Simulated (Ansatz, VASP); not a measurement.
**One calculation of Ge, two programs**

The input INCAR:

```
SYSTEM = Ge
ALGO     = Fast           ! electronic algorithm
EDIFF    = 1E-6           ! SCF threshold, eV
ENCUT    = 520            ! plane-wave cutoff, eV
GGA      = CA             ! functional
ISIF     = 2              ! what is computed and relaxed
ISMEAR   = 0              ! smearing method
LASPH    = .TRUE.         ! aspherical terms in the spheres
LCHARG   = .FALSE.        ! write CHGCAR
LREAL    = .FALSE.        ! projectors in reciprocal space
LWAVE    = .FALSE.        ! write WAVECAR
NBANDS   = 66             ! bands
NELM     = 80             ! most SCF steps
PREC     = Accurate       ! precision mode
SIGMA    = 0.15           ! smearing width, eV
```

File KPOINTS:

```
k-points
0
G
  9 9 9
  0 0 0
```

POSCAR

```
Ge
1.0
    4.6849000000      2.7048282761      2.0754666667
   -4.6849000000      2.7048282761      2.0754666667
    0.0000000000     -5.4096565523      2.0754666667
Ge
8
Direct
    0.7160372198      0.7160372198      0.7160372198
    0.2839627802      0.2839627802      0.2839627802
    0.0289443365      0.7253625346      0.5322921793
    0.5322921793      0.0289443365      0.7253625346
    0.7253625346      0.5322921793      0.0289443365
    0.9710556635      0.2746374654      0.4677078207
    0.4677078207      0.9710556635      0.2746374654
    0.2746374654      0.4677078207      0.9710556635
```

Input for Ansatz:

```yaml
crystal:
  lattice:
    - [4.6849, 2.7048282761, 2.0754666667]
    - [-4.6849, 2.7048282761, 2.0754666667]
    - [0.0, -5.4096565523, 2.0754666667]
  atoms:
    - { symbol: Ge, position: [0.7160372198, 0.7160372198, 0.7160372198] }
    - { symbol: Ge, position: [0.2839627802, 0.2839627802, 0.2839627802] }
    - { symbol: Ge, position: [0.0289443365, 0.7253625346, 0.5322921793] }
    - { symbol: Ge, position: [0.5322921793, 0.0289443365, 0.7253625346] }
    - { symbol: Ge, position: [0.7253625346, 0.5322921793, 0.0289443365] }
    - { symbol: Ge, position: [0.9710556635, 0.2746374654, 0.4677078207] }
    - { symbol: Ge, position: [0.4677078207, 0.9710556635, 0.2746374654] }
    - { symbol: Ge, position: [0.2746374654, 0.4677078207, 0.9710556635] }
basis:
  ecutwfc: 420
kpoints:
  mp_grid: { grid: [9, 9, 9] }
hamiltonian:
  xc: lda
  pseudopotentials: { kind: paw, azcp: { folder: soft_1 } }
scf:
  occupations: { method: gaussian, width: 0.15 }
output:
  forces: true
  stress: true
  eigenvalues: true
```

Alike in both runs: task single point; functional LDA; k mesh 9 × 9 × 9; occupations gaussian, width 0.15 eV; no spin polarisation.

```csv
,VASP,Ansatz
version,VASP 6.6.1,Ansatz 0.2.0
potentials or method,"VASP PAW LDA potentials, release 64 (Ge_d), cutoff 520 eV","scalar-relativistic, plane waves, PAW"
valence electrons in the cell,112,112
```

VASP gave:

- gap on the k mesh at the Fermi level (eV): none
- pressure (GPa): 2.4
- traceless stress, the component that is largest in VASP (GPa): -10.42
- rms of the force components (eV/Å): 0.451

Task: Estimate Ansatz's values.

Result: gap on the k mesh at the Fermi level (eV): none; pressure (GPa): 2.3; traceless stress, the component that is largest in VASP (GPa): -10.34; rms of the force components (eV/Å): 0.445.

Ansatz warns that its potentials were made for another functional, while VASP's fit it. LDA's correlation is that of Perdew and Zunger in VASP and of Perdew and Wang (1992) in Ansatz. Atom by atom the forces differ by 0.008 eV/Å (rms over components). A gap of «none» marks a metal or a gap that the smearing closes.
